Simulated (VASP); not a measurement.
Here is a VASP 6.6.1 calculation.

Contents of INCAR:

```
ALGO = Normal
EDIFF = 1E-7
EDIFFG = -0.02
ENCUT = 500
GGA = PS
GGA_COMPAT = F
IBRION = 2
ISIF = 3
ISMEAR = -1
LASPH = T
LCHARG = F
LREAL = F
LWAVE = F
NELM = 120
NELMIN = 4
NSW = 80
PREC = Accurate
SIGMA = 0.05
```

The input KPOINTS:

```
k-points
0
Gamma
  9 9 9
```

The input POSCAR:

```
Tl
1.0
   -1.9250000000      1.9250000000      1.9250000000
    1.9250000000     -1.9250000000      1.9250000000
    1.9250000000      1.9250000000     -1.9250000000
Tl
1
Direct
    0.0000000000      0.0000000000      0.0000000000
```

Potentials or basis: VASP PAW PBE potentials, release 64 (Tl_d).

The run is started by

```console
$ cat potpaw_PBE.64/Tl_d/POTCAR > POTCAR
$ mpirun -np 1 vasp_std > vasp.out
```

Problem. What does it give for the relaxed volume?

Solution. 28.44 Å³/atom.

Problem. Estimate the relaxed cell.

Solution. a = 3.331 Å, b = 3.331 Å, c = 3.331 Å, α = 109.47°, β = 109.47°, γ = 109.47°.

Problem. What does it give for the band gap on the k mesh?

Solution. Zero (an odd number of electrons rules out a gap without spin polarisation).

Final structure:
```cif
data_structure
_symmetry_space_group_name_H-M 'P 1'
_symmetry_Int_Tables_number 1
_cell_length_a 3.3306
_cell_length_b 3.3306
_cell_length_c 3.3306
_cell_angle_alpha 109.471
_cell_angle_beta 109.471
_cell_angle_gamma 109.471
_cell_volume 28.44
loop_
_atom_site_label
_atom_site_type_symbol
_atom_site_fract_x
_atom_site_fract_y
_atom_site_fract_z
_atom_site_occupancy
Tl1 Tl 0.00000 0.00000 0.00000 1
```

Caveat: the PAW data sets were made with another functional, which shifts forces and pressure a little; spin-orbit coupling is left out, which moves the levels of the heavy elements.
